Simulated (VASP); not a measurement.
# BeTe (F-43m) in VASP: notebook

Runs on BeTe. Level: PBEsol. Tasks: single point.

Everything below comes from runs of VASP 6.6.1. Logs are shortened: lines on timing, memory, paths and dates and some standing lists are left out, and cuts for length are marked.

**1. The cell of the first run**

It takes space group F-43m (No. 216, cubic). The conventional cell has a = 5.446 Å, b = 5.446 Å, c = 5.446 Å, α = 90.00°, β = 90.00°, γ = 90.00°. Be (site symmetry -43m) has 4 Te at 2.36 Å within 3.1 Å. Te (site symmetry -43m) has 4 Be at 2.36 Å within 3.1 Å.

**2. Single point, PBEsol**

Input file INCAR:

```
SYSTEM = BeTe
ALGO = Normal
EDIFF = 1E-6
ENCUT = 600
GGA = PS
GGA_COMPAT = .FALSE.
ISIF = 2
ISMEAR = -1
LASPH = .TRUE.
LCHARG = .FALSE.
LREAL = .FALSE.
LWAVE = .FALSE.
NBANDS = 11
NELM = 120
PREC = Accurate
SIGMA = 0.01
```

Input file KPOINTS:

```
k-points
0
G
  6 6 6
  0 0 0
```

Input file POSCAR:

```
BeTe
1.0
    0.0000000000      2.7230417758      2.7230417758
    2.7230417758      0.0000000000      2.7230417758
    2.7230417758      2.7230417758      0.0000000000
Be Te
1 1
Direct
    0.0000000000      0.0000000000      0.0000000000
    0.2500000000      0.2500000000      0.2500000000
```

Potentials or basis: VASP PAW PBE potentials, release 64 (Be, Te).

Launch:

```sh
> cat potpaw_PBE.64/Be/POTCAR potpaw_PBE.64/Te/POTCAR > POTCAR
> mpirun -np 1 vasp_std > vasp.out
```

OUTCAR:

```text
SYSTEM = BeTe
   EDIFF = 1E-6
   ENCUT = 600
   GGA = PS
   ISIF = 2
   ISMEAR = -1
   LASPH = .TRUE.
   LREAL = .FALSE.
   NELM = 120
   PREC = Accurate

 ion  position               nearest neighbor table
   1  0.000  0.000  0.000-   2 2.36   2 2.36   2 2.36   2 2.36
   2  0.250  0.250  0.250-   1 2.36   1 2.36   1 2.36   1 2.36

  LATTYP: Found a face centered cubic cell.
 ALAT       =     5.4460835516

  Lattice vectors:

 A1 = (   0.0000000000,   2.7230417758,   2.7230417758)
 A2 = (   2.7230417758,   0.0000000000,   2.7230417758)
 A3 = (   2.7230417758,   2.7230417758,   0.0000000000)

Analysis of symmetry for initial positions (statically):
=====================================================================
 Subroutine PRICEL returns:
 Original cell was already a primitive cell.

 Routine SETGRP: Setting up the symmetry group for a
 face centered cubic supercell.

 Subroutine GETGRP returns: Found 24 space group operations
 (whereof 24 operations were pure point group operations)
 out of a pool of 48 trial point group operations.

The static configuration has the point symmetry T_d .

Analysis of symmetry for dynamics (positions and initial velocities):
=====================================================================
 Subroutine PRICEL returns:
 Original cell was already a primitive cell.

 Routine SETGRP: Setting up the symmetry group for a
 face centered cubic supercell.

 Subroutine GETGRP returns: Found 24 space group operations
 (whereof 24 operations were pure point group operations)
 out of a pool of 48 trial point group operations.

The dynamic configuration has the point symmetry T_d .

 Subroutine INISYM returns: Found 24 space group operations
 (whereof 24 operations are pure point group operations),
 and found     1 'primitive' translations

----------------------------------------------------------------------------------------

                                     Primitive cell

  volume of cell :      40.3825

  direct lattice vectors                    reciprocal lattice vectors
     0.000000000  2.723041776  2.723041776    -0.183618189  0.183618189  0.183618189
     2.723041776  0.000000000  2.723041776     0.183618189 -0.183618189  0.183618189
     2.723041776  2.723041776  0.000000000     0.183618189  0.183618189 -0.183618189

  length of vectors
     3.850962610  3.850962610  3.850962610     0.318036033  0.318036033  0.318036033

  position of ions in fractional coordinates (direct lattice)
     0.000000000  0.000000000  0.000000000
     0.250000000  0.250000000  0.250000000

  ion indices of the primitive-cell ions
   primitive index   ion index
                 1           1
                 2           2

----------------------------------------------------------------------------------------

 KPOINTS: k-points

Automatic generation of k-mesh.
 Grid dimensions read from file:
 generate k-points for:    6    6    6

 Generating k-lattice:

  Cartesian coordinates                     Fractional coordinates (reciprocal lattice)
    -0.030603032  0.030603032  0.030603032     0.166666667  0.000000000  0.000000000
     0.030603032 -0.030603032  0.030603032     0.000000000  0.166666667  0.000000000
     0.030603032  0.030603032 -0.030603032     0.000000000  0.000000000  0.166666667

  Length of vectors
     0.053006005  0.053006005  0.053006005

  Shift w.r.t. Gamma in fractional coordinates (k-lattice)
     0.000000000  0.000000000  0.000000000

 Subroutine IBZKPT returns following result:
 ===========================================

 Found     16 irreducible k-points:

 Following reciprocal coordinates:
            Coordinates               Weight
  0.000000  0.000000  0.000000      1.000000
  0.166667  0.000000  0.000000      8.000000
  0.333333  0.000000  0.000000      8.000000
  0.500000  0.000000  0.000000      4.000000
  0.166667  0.166667  0.000000      6.000000
  0.333333  0.166667  0.000000     24.000000
[... 8 lines left out ...]
 -0.333333  0.333333  0.166667     24.000000
 -0.333333  0.500000  0.166667     12.000000
   k-points           NKPTS =     16   k-points in BZ     NKDIM =     16   number of bands    NBANDS=     11
   number of dos      NEDOS =    301   number of ions     NIONS =      2
   total plane-waves  NPLWV =  32768
   dimension x,y,z NGX =    32 NGY =   32 NGZ =   32
   dimension x,y,z NGXF=    64 NGYF=   64 NGZF=   64
   ions per type =               1   1
   NGX,Y,Z   is equivalent  to a cutoff of  13.81, 13.81, 13.81 a.u.
   NGXF,Y,Z  is equivalent  to a cutoff of  27.63, 27.63, 27.63 a.u.
 SYSTEM =  BeTe
   PREC   = accura    normal or accurate (medium, high low for compatibility)
   ISTART =      0    job   : 0-new  1-cont  2-samecut
   ICHARG =      2    charge: 1-file 2-atom 10-const
   ISPIN  =      1    spin polarized calculation?
   LNONCOLLINEAR =      F non collinear calculations
   LSORBIT =      F    spin-orbit coupling
   LASPH  =      T    aspherical Exc in radial PAW
   ENCUT  =  600.0 eV  44.10 Ry    6.64 a.u.   7.69  7.69  7.69*2*pi/ulx,y,z
   NELM   =    120;   NELMIN=  2; NELMDL= -5     # of ELM steps
   EDIFF  = 0.1E-05   stopping-criterion for ELM
   LREAL  =      F    real-space projection
   EDIFFG = 0.1E-04   stopping-criterion for IOM
   NSW    =      0    number of steps for IOM
   IBRION =     -1    ionic relax: 0-MD 1-quasi-New 2-CG
   NFREE  =      0    steps in history (QN), initial steepest desc. (CG)
   ISIF   =      2    stress and relaxation
   ISYM   =      2    0-nonsym 1-usesym 2-fastsym
   POTIM  = 0.5000    time-step for ionic-motion
   TEBEG  =    0.0;   TEEND  =   0.0 temperature during run
   PSTRESS=    0.0 pullay stress
   NELECT =       8.0000    total number of electrons
   NUPDOWN=      -1.0000    fix difference up-down
   EMIN   =  10.00;   EMAX   =-10.00  energy-range for DOS
   EFERMI =   0.00;   METHOD = LEGACY
   ISMEAR =    -1;   SIGMA  =   0.01  broadening in eV -4-tet -1-fermi 0-gaus
   EFERMI_NEDOS =   21; number of points for ismear=-14 and -15
   IALGO  =     38    algorithm
   IMIX   =      4    mixing-type and parameters
     AMIX     =   0.40;   BMIX     =  1.00
     AMIX_MAG =   1.60;   BMIX_MAG =  1.00
  volume/ion in A,a.u.               =      20.19       136.26
  Fermi-wavevector in a.u.,A,eV,Ry     =   0.954349  1.803458 12.391940  0.910782
  Thomas-Fermi vector in A             =   2.083087
   LORBIT       =      0    0 simple, 1 ext, 2 COOP (PROOUT), +10 PAW based schemes
   GGA     = PS    functional components
   LHFCALC =     F    Hartree Fock is set to
   AEXX    =    0.0000 exact exchange contribution
   IVDW    =     0    specifies the selected vdW correction
   LEPSILON=     F    determine dielectric tensor
   LRPA    =     F    only Hartree local field effects (RPA)
 non-spin polarized calculation
  energy-cutoff  :      600.00
  volume of cell :       40.38
 maximum number of plane-waves:      1363
   NGX = 15   NGY = 15   NGZ = 15

 number of electron       8.0000000 magnetization

 Free energy of the ion-electron system (eV)
  ---------------------------------------------------
  ext. energy  EPLUGINS =         0.00000000
  ---------------------------------------------------
  free energy    TOTEN  =        -8.13659760 eV

  energy without entropy =       -8.13659760  energy(sigma->0) =       -8.13659760

 E-fermi :   6.4798     XC(G=0):  -9.6040

 val. band max:        6.1925858629   @ k =   0.0000   0.0000   0.0000
 cond. band min:       7.7784904001   @ k =   0.5000   0.5000   0.0000
 fundamental gap:      1.5859045372
 Fermi energy:         6.4797769289

 k-point     1 :       0.0000    0.0000    0.0000
  band No.  band energies     occupation
      1      -6.8529      2.00000
      2       6.1926      2.00000
      3       6.1926      2.00000
      4       6.1926      2.00000
      5       9.6892      0.00000
      6       9.6892      0.00000
      7       9.6892      0.00000
      8      10.6821      0.00000
      9      14.5274      0.00000
     10      16.6483      0.00000
     11      16.6483      0.00000

 k-point     2 :       0.1667    0.0000    0.0000
  band No.  band energies     occupation
      1      -6.5533      2.00000
      2       3.9654      2.00000
      3       5.7377      2.00000
      4       5.7377      2.00000
      5       9.7903      0.00000
      6      10.3118      0.00000
      7      10.3118      0.00000
      8      12.5567      0.00000
      9      15.1135      0.00000
     10      15.2791      0.00000
     11      15.2791      0.00000

 k-point     3 :       0.3333    0.0000    0.0000
  band No.  band energies     occupation
      1      -5.7841      2.00000
      2       1.1952      2.00000
      3       5.1156      2.00000
      4       5.1156      2.00000
      5       9.5881      0.00000
      6      10.7598      0.00000
      7      10.7598      0.00000
      8      13.9504      0.00000
      9      15.9098      0.00000
     10      15.9098      0.00000
     11      15.9478      0.00000

 k-point     4 :       0.5000    0.0000    0.0000
  band No.  band energies     occupation
      1      -5.2338      2.00000
      2      -0.0676      2.00000
      3       4.8763      2.00000
      4       4.8763      2.00000
      5       9.5039      0.00000
      6      10.6862      0.00000
      7      10.6862      0.00000
      8      13.7911      0.00000
      9      17.4892      0.00000
     10      18.0384      0.00000
     11      18.0384      0.00000
[... 127 lines left out ...]
 k-point    14 :       0.5000    0.3333    0.1667
  band No.  band energies     occupation
      1      -5.1917      2.00000
      2       1.3199      2.00000
      3       2.6728      2.00000
      4       3.8684      2.00000
      5      10.0578      0.00000
      6      10.9862      0.00000
      7      11.6926      0.00000
      8      14.3008      0.00000
      9      16.5184      0.00000
     10      17.1034      0.00000
     11      19.4509      0.00000

 k-point    15 :      -0.3333    0.3333    0.1667
  band No.  band energies     occupation
      1      -4.7747      2.00000
      2       0.7565      2.00000
      3       2.2099      2.00000
      4       3.3702      2.00000
      5      10.5110      0.00000
      6      11.0111      0.00000
      7      13.2336      0.00000
      8      13.7703      0.00000
      9      15.1592      0.00000
     10      18.5175      0.00000
     11      19.4075      0.00000

 k-point    16 :      -0.3333    0.5000    0.1667
  band No.  band energies     occupation
      1      -4.5986      2.00000
      2       0.8855      2.00000
      3       2.2769      2.00000
      4       2.5802      2.00000
      5       9.7495      0.00000
      6      10.3731      0.00000
      7      13.8147      0.00000
      8      14.1543      0.00000
      9      17.6239      0.00000
     10      18.6939      0.00000
     11      19.4917      0.00000

------------------------ aborting loop because EDIFF is reached ----------------------------------------

  FORCE on cell =-STRESS in cart. coord.  units (eV):
  Direction    XX          YY          ZZ          XY          YZ          ZX
  --------------------------------------------------------------------------------------
  -------------------------------------------------------------------------------------
  Total        1.6567379      1.6567379      1.6567379      0.0000000      0.0000000      0.0000000
  in kB       65.7311895     65.7311895     65.7311895      0.0000000      0.0000000      0.0000000
  external PRESSURE =      65.7311895 kB  Pullay stress =       0.0000000 kB

 VOLUME and BASIS-vectors are now :
 -----------------------------------------------------------------------------
  energy-cutoff  :      600.00
  volume of cell :       40.38
      direct lattice vectors                 reciprocal lattice vectors
     0.000000000  2.723041776  2.723041776    -0.183618189  0.183618189  0.183618189
     2.723041776  0.000000000  2.723041776     0.183618189 -0.183618189  0.183618189
     2.723041776  2.723041776  0.000000000     0.183618189  0.183618189 -0.183618189

 POSITION                                       TOTAL-FORCE (eV/Angst)
 -----------------------------------------------------------------------------------
      0.00000      0.00000      0.00000         0.000000      0.000000      0.000000
      1.36152      1.36152      1.36152        -0.000000     -0.000000     -0.000000
 -----------------------------------------------------------------------------------
    total drift:                                0.000000      0.000000      0.000000

  FREE ENERGIE OF THE ION-ELECTRON SYSTEM (eV)
  ---------------------------------------------------
  free  energy   TOTEN  =        -8.1365975954 eV

  energy  without entropy=       -8.1365975954  energy(sigma->0) =       -8.13659760
```

Run time: 8.3 s. Hardware: 1 thread of Intel Xeon 6975P-C, shared host; peak memory 0.18 GiB.

What came out:

```yaml
Free_energy: -8.1366 eV
Pressure: 6.6 GPa
Band_gap_on_the_k_mesh: 1.59 eV, indirect (least direct gap 3.50 eV)
```

Caveat: the PAW data sets were made with another functional, which shifts forces and pressure a little; spin-orbit coupling is left out, which moves the levels of the heavy elements.

**3. Single point, PBEsol**

This run uses another cell than the first one, of 20.83 Å³/atom, 1.032 times its volume.

Input file INCAR:

```
  ALGO = Normal
  EDIFF = 1E-6
  ENCUT = 600
  GGA = PS
  GGA_COMPAT = F
  ISIF = 2
  ISMEAR = -1
  LASPH = T
  LCHARG = T
  LELF = T
  LREAL = F
  LVHAR = T
  LWAVE = F
  NBANDS = 11
  NELM = 120
  PREC = Accurate
  SIGMA = 0.01
```

Input file KPOINTS:

```
k-points
0
Gamma
  6 6 6
```

Input file POSCAR:

```
BeTe
1.0
    0.0000000000      2.7514088358      2.7514088358
    2.7514088358      0.0000000000      2.7514088358
    2.7514088358      2.7514088358      0.0000000000
Be Te
1 1
Direct
    0.0000000000      0.0000000000      0.0000000000
    0.2500000000      0.2500000000      0.2500000000
```

Potentials or basis: VASP PAW PBE potentials, release 64 (Be, Te).

Launch:

```sh
> cat potpaw_PBE.64/Be/POTCAR potpaw_PBE.64/Te/POTCAR > POTCAR
> mpirun -np 1 vasp_std > vasp.out
```

Run time: 8.8 s. Hardware: 1 thread of Intel Xeon 6975P-C, shared host; peak memory 0.18 GiB.

Results (log left out):

| Item | Value |
| --- | --- |
| Free energy | -8.1787 eV |
| Pressure | 4.1 GPa |
| Band gap on the k mesh | 1.67 eV, indirect (least direct gap 3.53 eV) |

Levels at points of the mesh, in eV from the valence-band top:
```csv
k point,band 2,band 3,band 4,band 5,band 6,band 7
"(0.00, 0.00, 0.00)",0.00,0.00,0.00,3.53,3.53,3.53
"(0.50, 0.00, 0.00)",-6.04,-1.26,-1.26,3.22,4.52,4.52
"(0.50, 0.50, 0.00)",-5.52,-2.93,-2.93,1.67,2.51,10.15
```

Caveat: the PAW data sets were made with another functional, which shifts forces and pressure a little; spin-orbit coupling is left out, which moves the levels of the heavy elements. A k mesh can miss the band edges.

(Continued in part 2 of 2.)
